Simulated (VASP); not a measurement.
# Nb (Fd-3m) in VASP: further runs

Runs on Nb. Level: PBE. Tasks: single point.

All numbers are computed with VASP 6.6.1; they aren't measurements. Logs are shortened: lines on timing, memory, paths and dates and some standing lists are left out, and cuts for length are marked.

## 1. The cell of the first run

It takes space group Fd-3m (No. 227, cubic). The conventional cell has a = 5.912 Å, b = 5.912 Å, c = 5.912 Å, α = 90.00°, β = 90.00°, γ = 90.00°. Nb (site symmetry -43m) has 4 Nb at 2.56 Å within 3.4 Å.

## 2. Single point, PBE

Contents of INCAR:

```
SYSTEM = Nb
ALGO = Normal
EDIFF = 1E-6
ENCUT = 520
GGA = PE
ISIF = 2
ISMEAR = -1
LASPH = .True.
LCHARG = .True.
LELF = .True.
LREAL = .False.
LVHAR = .True.
LWAVE = .False.
NBANDS = 20
NELM = 60
PREC = Accurate
SIGMA = 0.06122561905347299
```

Contents of KPOINTS:

```
k-points
0
Gamma
  11 11 11
  0 0 0
```

Contents of POSCAR:

```
Nb
1.0
    0.0000000000      2.9557762912      2.9557762912
    2.9557762912      0.0000000000      2.9557762912
    2.9557762912      2.9557762912      0.0000000000
Nb
2
Direct
    0.0000000000      0.0000000000      0.0000000000
    0.2500000000      0.2500000000      0.2500000000
```

Potentials or basis: VASP PAW PBE potentials, release 64 (Nb_sv).

Started as:

```
cat potpaw_PBE.64/Nb_sv/POTCAR > POTCAR
mpirun -np 1 vasp_std > vasp.out
```

OUTCAR:

```text
SYSTEM = Nb
   EDIFF = 1E-6
   ENCUT = 520
   GGA = PE
   ISIF = 2
   ISMEAR = -1
   LASPH = .True.
   LREAL = .False.
   NELM = 60
   PREC = Accurate

 ion  position               nearest neighbor table
   1  0.000  0.000  0.000-   2 2.56   2 2.56   2 2.56   2 2.56
   2  0.250  0.250  0.250-   1 2.56   1 2.56   1 2.56   1 2.56

  LATTYP: Found a face centered cubic cell.
 ALAT       =     5.9115525824

  Lattice vectors:

 A1 = (   0.0000000000,   2.9557762912,   2.9557762912)
 A2 = (   2.9557762912,   0.0000000000,   2.9557762912)
 A3 = (   2.9557762912,   2.9557762912,   0.0000000000)

Analysis of symmetry for initial positions (statically):
=====================================================================
 Subroutine PRICEL returns:
 Original cell was already a primitive cell.

 Routine SETGRP: Setting up the symmetry group for a
 face centered cubic supercell.

 Subroutine GETGRP returns: Found 48 space group operations
 (whereof 24 operations were pure point group operations)
 out of a pool of 48 trial point group operations.

The static configuration has the point symmetry T_d .
 The point group associated with its full space group is O_h .

Analysis of symmetry for dynamics (positions and initial velocities):
=====================================================================
 Subroutine PRICEL returns:
 Original cell was already a primitive cell.

 Routine SETGRP: Setting up the symmetry group for a
 face centered cubic supercell.

 Subroutine GETGRP returns: Found 48 space group operations
 (whereof 24 operations were pure point group operations)
 out of a pool of 48 trial point group operations.

The dynamic configuration has the point symmetry T_d .
 The point group associated with its full space group is O_h .

 Subroutine INISYM returns: Found 48 space group operations
 (whereof 24 operations are pure point group operations),
 and found     1 'primitive' translations

----------------------------------------------------------------------------------------

                                     Primitive cell

  volume of cell :      51.6470

  direct lattice vectors                    reciprocal lattice vectors
     0.000000000  2.955776291  2.955776291    -0.169160299  0.169160299  0.169160299
     2.955776291  0.000000000  2.955776291     0.169160299 -0.169160299  0.169160299
     2.955776291  2.955776291  0.000000000     0.169160299  0.169160299 -0.169160299

  length of vectors
     4.180098918  4.180098918  4.180098918     0.292994232  0.292994232  0.292994232

  position of ions in fractional coordinates (direct lattice)
[... 8 lines left out ...]
----------------------------------------------------------------------------------------

 KPOINTS: k-points

Automatic generation of k-mesh.
 Grid dimensions read from file:
 generate k-points for:   11   11   11

 Generating k-lattice:

  Cartesian coordinates                     Fractional coordinates (reciprocal lattice)
    -0.015378209  0.015378209  0.015378209     0.090909091  0.000000000  0.000000000
     0.015378209 -0.015378209  0.015378209     0.000000000  0.090909091  0.000000000
     0.015378209  0.015378209 -0.015378209     0.000000000  0.000000000  0.090909091

  Length of vectors
     0.026635839  0.026635839  0.026635839

  Shift w.r.t. Gamma in fractional coordinates (k-lattice)
     0.000000000  0.000000000  0.000000000

 Subroutine IBZKPT returns following result:
 ===========================================

 Found     56 irreducible k-points:

 Following reciprocal coordinates:
            Coordinates               Weight
  0.000000  0.000000  0.000000      1.000000
  0.090909  0.000000  0.000000      8.000000
  0.181818  0.000000  0.000000      8.000000
  0.272727  0.000000  0.000000      8.000000
  0.363636  0.000000  0.000000      8.000000
  0.454545  0.000000  0.000000      8.000000
[... 16 lines left out ...]
 -0.272727  0.181818  0.000000     24.000000
 -0.181818  0.181818  0.000000     12.000000
 [... further k-points ...]
   k-points           NKPTS =     56   k-points in BZ     NKDIM =     56   number of bands    NBANDS=     20
   number of dos      NEDOS =    301   number of ions     NIONS =      2
   total plane-waves  NPLWV =  32768
   dimension x,y,z NGX =    32 NGY =   32 NGZ =   32
   dimension x,y,z NGXF=    64 NGYF=   64 NGZF=   64
   ions per type =               2
   NGX,Y,Z   is equivalent  to a cutoff of  12.73, 12.73, 12.73 a.u.
   NGXF,Y,Z  is equivalent  to a cutoff of  25.45, 25.45, 25.45 a.u.
 SYSTEM =  Nb
   PREC   = accura    normal or accurate (medium, high low for compatibility)
   ISTART =      0    job   : 0-new  1-cont  2-samecut
   ICHARG =      2    charge: 1-file 2-atom 10-const
   ISPIN  =      1    spin polarized calculation?
   LNONCOLLINEAR =      F non collinear calculations
   LSORBIT =      F    spin-orbit coupling
   LASPH  =      T    aspherical Exc in radial PAW
   ENCUT  =  520.0 eV  38.22 Ry    6.18 a.u.   7.77  7.77  7.77*2*pi/ulx,y,z
   NELM   =     60;   NELMIN=  2; NELMDL= -5     # of ELM steps
   EDIFF  = 0.1E-05   stopping-criterion for ELM
   LREAL  =      F    real-space projection
   EDIFFG = 0.1E-04   stopping-criterion for IOM
   NSW    =      0    number of steps for IOM
   IBRION =     -1    ionic relax: 0-MD 1-quasi-New 2-CG
   NFREE  =      0    steps in history (QN), initial steepest desc. (CG)
   ISIF   =      2    stress and relaxation
   ISYM   =      2    0-nonsym 1-usesym 2-fastsym
   POTIM  = 0.5000    time-step for ionic-motion
   TEBEG  =    0.0;   TEEND  =   0.0 temperature during run
   PSTRESS=    0.0 pullay stress
   NELECT =      26.0000    total number of electrons
   NUPDOWN=      -1.0000    fix difference up-down
   EMIN   =  10.00;   EMAX   =-10.00  energy-range for DOS
   EFERMI =   0.00;   METHOD = LEGACY
   ISMEAR =    -1;   SIGMA  =   0.06  broadening in eV -4-tet -1-fermi 0-gaus
   EFERMI_NEDOS =   21; number of points for ismear=-14 and -15
   IALGO  =     38    algorithm
   IMIX   =      4    mixing-type and parameters
     AMIX     =   0.40;   BMIX     =  1.00
     AMIX_MAG =   1.60;   BMIX_MAG =  1.00
  volume/ion in A,a.u.               =      25.82       174.27
  Fermi-wavevector in a.u.,A,eV,Ry     =   1.302320  2.461028 23.075991  1.696037
  Thomas-Fermi vector in A             =   2.433396
   LORBIT       =      0    0 simple, 1 ext, 2 COOP (PROOUT), +10 PAW based schemes
   GGA     = PE    functional components
[... 5 lines left out ...]
 non-spin polarized calculation
  energy-cutoff  :      520.00
  volume of cell :       51.65
 maximum number of plane-waves:      1411
   NGX = 15   NGY = 15   NGZ = 15

 number of electron      26.0000002 magnetization

 Free energy of the ion-electron system (eV)
  ---------------------------------------------------
  ext. energy  EPLUGINS =         0.00000000
  ---------------------------------------------------
  free energy    TOTEN  =       -15.37454113 eV

  energy without entropy =      -15.33055402  energy(sigma->0) =      -15.35254757

 E-fermi :   6.6974     XC(G=0): -10.3165

 val. band max:        6.6915462109   @ k =  -0.4545   0.1818   0.0909
 cond. band min:       6.7012863064   @ k =  -0.4545   0.1818   0.0000
 fundamental gap:      0.0097400955
 Fermi energy:         6.6974439770

 k-point     1 :       0.0000    0.0000    0.0000
  band No.  band energies     occupation
      1     -47.8083      2.00000
      2     -47.1289      2.00000
      3     -24.2020      2.00000
      4     -24.2020      2.00000
      5     -24.2020      2.00000
      6     -23.0882      2.00000
[... 12 lines left out ...]
     19      11.9119      0.00000
     20      17.1959      0.00000

 k-point     2 :       0.0909    0.0000    0.0000
  band No.  band energies     occupation
      1     -47.7983      2.00000
      2     -47.1395      2.00000
      3     -24.2137      2.00000
      4     -24.2137      2.00000
      5     -24.2017      2.00000
      6     -23.0886      2.00000
[... 12 lines left out ...]
     19      11.8882      0.00000
     20      16.6629      0.00000

 k-point     3 :       0.1818    0.0000    0.0000
  band No.  band energies     occupation
      1     -47.7700      2.00000
      2     -47.1698      2.00000
      3     -24.2440      2.00000
      4     -24.2440      2.00000
      5     -24.2013      2.00000
      6     -23.0891      2.00000
[... 12 lines left out ...]
     19      11.8072      0.00000
     20      16.1809      0.00000

 k-point     4 :       0.2727    0.0000    0.0000
  band No.  band energies     occupation
      1     -47.7279      2.00000
      2     -47.2144      2.00000
      3     -24.2812      2.00000
      4     -24.2812      2.00000
      5     -24.2019      2.00000
      6     -23.0883      2.00000
[... 12 lines left out ...]
     19      11.6447      0.00000
     20      14.8547      0.00000

 k-point     5 :       0.3636    0.0000    0.0000
  band No.  band energies     occupation
      1     -47.6814      2.00000
      2     -47.2632      2.00000
      3     -24.3134      2.00000
      4     -24.3134      2.00000
      5     -24.2038      2.00000
      6     -23.0861      2.00000
[... 12 lines left out ...]
     19      11.3857      0.00000
     20      13.0707      0.00000
[... 353 lines left out ...]
      6     -23.2700      2.00000
[... 12 lines left out ...]
     19      11.2671      0.00000
     20      11.7633      0.00000

 k-point    22 :      -0.3636    0.1818    0.0000
  band No.  band energies     occupation
      1     -47.6234      2.00000
      2     -47.3235      2.00000
      3     -24.4442      2.00000
      4     -24.3503      2.00000
      5     -24.0352      2.00000
      6     -23.2492      2.00000
[... 12 lines left out ...]
     19      11.7765      0.00000
     20      12.2624      0.00000

 k-point    23 :      -0.2727    0.1818    0.0000
  band No.  band energies     occupation
      1     -47.6657      2.00000
      2     -47.2796      2.00000
      3     -24.4170      2.00000
      4     -24.3163      2.00000
      5     -24.0739      2.00000
      6     -23.2116      2.00000
[... 12 lines left out ...]
     19      12.0586      0.00000
     20      13.6566      0.00000

 k-point    24 :      -0.1818    0.1818    0.0000
  band No.  band energies     occupation
      1     -47.7119      2.00000
      2     -47.2313      2.00000
      3     -24.3665      2.00000
      4     -24.2793      2.00000
      5     -24.1224      2.00000
      6     -23.1654      2.00000
[... 12 lines left out ...]
     19      12.1259      0.00000
     20      15.3965      0.00000

 [... further k-points ...]

------------------------ aborting loop because EDIFF is reached ----------------------------------------

  FORCE on cell =-STRESS in cart. coord.  units (eV):
  Direction    XX          YY          ZZ          XY          YZ          ZX
  --------------------------------------------------------------------------------------
  -------------------------------------------------------------------------------------
  Total       -0.0243330     -0.0243330     -0.0243330      0.0000000      0.0000000      0.0000000
  in kB       -0.7548506     -0.7548506     -0.7548506      0.0000000      0.0000000      0.0000000
  external PRESSURE =      -0.7548506 kB  Pullay stress =       0.0000000 kB

 VOLUME and BASIS-vectors are now :
 -----------------------------------------------------------------------------
  energy-cutoff  :      520.00
  volume of cell :       51.65
      direct lattice vectors                 reciprocal lattice vectors
     0.000000000  2.955776291  2.955776291    -0.169160299  0.169160299  0.169160299
     2.955776291  0.000000000  2.955776291     0.169160299 -0.169160299  0.169160299
     2.955776291  2.955776291  0.000000000     0.169160299  0.169160299 -0.169160299

 POSITION                                       TOTAL-FORCE (eV/Angst)
 -----------------------------------------------------------------------------------
      0.00000      0.00000      0.00000         0.000000     -0.000000     -0.000000
      1.47789      1.47789      1.47789        -0.000000      0.000000      0.000000
 -----------------------------------------------------------------------------------
    total drift:                               -0.000000      0.000000      0.000000

  FREE ENERGIE OF THE ION-ELECTRON SYSTEM (eV)
  ---------------------------------------------------
  free  energy   TOTEN  =       -15.3745411274 eV

  energy  without entropy=      -15.3305540209  energy(sigma->0) =      -15.35254757
```

Wall time 77 s (1 thread of AMD EPYC 7R43 (Zen 3), shared host); peak memory 0.15 GiB.

Results:

* Free energy: -15.3745 eV
* Pressure: -0.1 GPa
* Band gap on the k mesh: zero (band 13 reaches 7.03 eV, above the bottom of band 14 at 6.01 eV)

## 3. Single point, PBE

Contents of INCAR:

```
  PREC = Accurate
  ENCUT = 520
  EDIFF = 1E-6
  ISMEAR = -1
  SIGMA = 0.06122561905347299
  LREAL = False
  LASPH = True
  NELM = 60
  ALGO = Normal
  ISIF = 2
  LWAVE = False
  LCHARG = False
  GGA = PE
  NBANDS = 20
```

Contents of KPOINTS:

```
Automatic mesh
0
Gamma
  11 11 11
```

POSCAR is that of step 2.

Potentials or basis: VASP PAW PBE potentials, release 64 (Nb_sv).

Started as:

```
cat potpaw_PBE.64/Nb_sv/POTCAR > POTCAR
mpirun -np 1 vasp_std > vasp.out
```

OUTCAR:

```text
PREC = Accurate
   ENCUT = 520
   EDIFF = 1E-6
   ISMEAR = -1
   LREAL = False
   LASPH = True
   NELM = 60
   ISIF = 2
   GGA = PE

 ion  position               nearest neighbor table
   1  0.000  0.000  0.000-   2 2.56   2 2.56   2 2.56   2 2.56
   2  0.250  0.250  0.250-   1 2.56   1 2.56   1 2.56   1 2.56

  LATTYP: Found a face centered cubic cell.
 ALAT       =     5.9115525824

  Lattice vectors:

 A1 = (   0.0000000000,   2.9557762912,   2.9557762912)
[... 738 lines left out ...]

------------------------ aborting loop because EDIFF is reached ----------------------------------------

  FORCE on cell =-STRESS in cart. coord.  units (eV):
  Direction    XX          YY          ZZ          XY          YZ          ZX
  --------------------------------------------------------------------------------------
  -------------------------------------------------------------------------------------
  Total       -0.0243330     -0.0243330     -0.0243330      0.0000000      0.0000000      0.0000000
  in kB       -0.7548506     -0.7548506     -0.7548506      0.0000000      0.0000000      0.0000000
  external PRESSURE =      -0.7548506 kB  Pullay stress =       0.0000000 kB

 VOLUME and BASIS-vectors are now :
 -----------------------------------------------------------------------------
  energy-cutoff  :      520.00
  volume of cell :       51.65
      direct lattice vectors                 reciprocal lattice vectors
     0.000000000  2.955776291  2.955776291    -0.169160299  0.169160299  0.169160299
     2.955776291  0.000000000  2.955776291     0.169160299 -0.169160299  0.169160299
     2.955776291  2.955776291  0.000000000     0.169160299  0.169160299 -0.169160299

 POSITION                                       TOTAL-FORCE (eV/Angst)
 -----------------------------------------------------------------------------------
      0.00000      0.00000      0.00000         0.000000     -0.000000     -0.000000
      1.47789      1.47789      1.47789        -0.000000      0.000000      0.000000
 -----------------------------------------------------------------------------------
    total drift:                               -0.000000      0.000000      0.000000

  FREE ENERGIE OF THE ION-ELECTRON SYSTEM (eV)
  ---------------------------------------------------
  free  energy   TOTEN  =       -15.3745411274 eV

  energy  without entropy=      -15.3305540209  energy(sigma->0) =      -15.35254757
```

OSZICAR:

```text
N       E                     dE             d eps       ncg     rms          rms(c)
DAV:   1     0.293962355685E+03    0.29396E+03   -0.14405E+04  2240   0.130E+03
DAV:   2     0.575357498623E+01   -0.28821E+03   -0.28044E+03  2656   0.502E+02
DAV:   3    -0.146042356329E+02   -0.20358E+02   -0.19398E+02  4304   0.999E+01
DAV:   4    -0.154167096928E+02   -0.81247E+00   -0.79677E+00  2940   0.172E+01
DAV:   5    -0.154702483411E+02   -0.53539E-01   -0.53274E-01  3972   0.426E+00    0.768E+00
DAV:   6    -0.153436949193E+02    0.12655E+00   -0.51238E-01  3440   0.646E+00    0.333E+00
DAV:   7    -0.153638982515E+02   -0.20203E-01   -0.12465E-01  3964   0.340E+00    0.122E+00
DAV:   8    -0.153746472215E+02   -0.10749E-01   -0.33903E-02  3696   0.163E+00    0.201E-01
DAV:   9    -0.153744125899E+02    0.23463E-03   -0.28120E-03  3544   0.351E-01    0.178E-01
DAV:  10    -0.153745431176E+02   -0.13053E-03   -0.39883E-04  2796   0.230E-01    0.160E-02
DAV:  11    -0.153745418106E+02    0.13070E-05   -0.19860E-05  3412   0.300E-02    0.459E-03
DAV:  12    -0.153745411274E+02    0.68312E-06   -0.14031E-06  1812   0.154E-02
   1 F= -.15374541E+02 E0= -.15352548E+02  d E =-.439871E-01
```

stdout:

```text
POSCAR found type information on POSCAR Nb
 POSCAR found :  1 types and       2 ions
 scaLAPACK will be used
 LDA part: xc-table for (Slater+PW92), standard interpolation
 POSCAR, INCAR and KPOINTS ok, starting setup
 FFT: planning ... GRIDC
 FFT: planning ... GRID_SOFT
 FFT: planning ... GRID
 WAVECAR not read
 entering main loop
```

It took 72 s on 1 thread of AMD EPYC 7R43 (Zen 3), shared host; peak memory 0.15 GiB.

What came out:

* Free energy: -15.3745 eV
* Pressure: -0.1 GPa
* Band gap on the k mesh: zero (band 13 reaches 7.03 eV, above the bottom of band 14 at 6.01 eV)

Levels at points of the mesh, in eV from the Fermi level:
```tsv
k point	band 10	band 11	band 12	band 13	band 14	band 15	band 16	band 17
(0.00, 0.00, 0.00)	-1.43	-1.43	-0.54	-0.54	-0.54	1.90	1.90	1.90
```
